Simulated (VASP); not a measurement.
**BeS (rocksalt type): electric field gradients with PBE**

BeS (rocksalt type):

```
Be S
1.0
     0.00000    2.29501    2.29501
     2.29501    0.00000    2.29501
     2.29501    2.29501    0.00000
Be S
1 1
Direct
  0.00000 0.00000 0.00000
  0.50000 0.50000 0.50000
```

This cell differs from its parent crystal: volume scaled by 0.975.

- Program: VASP 6.6.1
- Task: electric field gradients
- Functional: PBE
- Potentials or basis: VASP PAW PBE potentials, release 64 (Be, S)
- Cutoff: 520 eV
- k mesh: 13 × 13 × 13
- Occupations: fermi-dirac, width 0.08 eV
- Spin: no spin polarisation
- Dipole correction: no
- Further INCAR settings: ALGO = Normal; EDIFF = 1e-08; NBANDS = 11

- Pressure: 2.8 GPa
- Band gap on the k mesh: 1.03 eV, indirect (least direct gap 4.30 eV)

Levels at points of the mesh, in eV from the valence-band top:
| k point | band 1 | band 2 | band 3 | band 4 | band 5 | band 6 | band 7 | band 8 |
| --- | --- | --- | --- | --- | --- | --- | --- | --- |
| (0.00, 0.00, 0.00) | -15.35 | -0.32 | -0.32 | -0.32 | 5.61 | 8.79 | 8.79 | 8.79 |

It took 16 s on 1 thread of Intel(R) Xeon(R) Platinum 8259CL CPU @ 2.50GHz (Skylake/Cascade Lake), with other jobs on the host, peak memory 0.14 GiB.

Caveat: without QUAD_EFG the Cq values of the log hold for a quadrupole moment of 1 mb, not for the nuclei. A k mesh can miss the band edges.
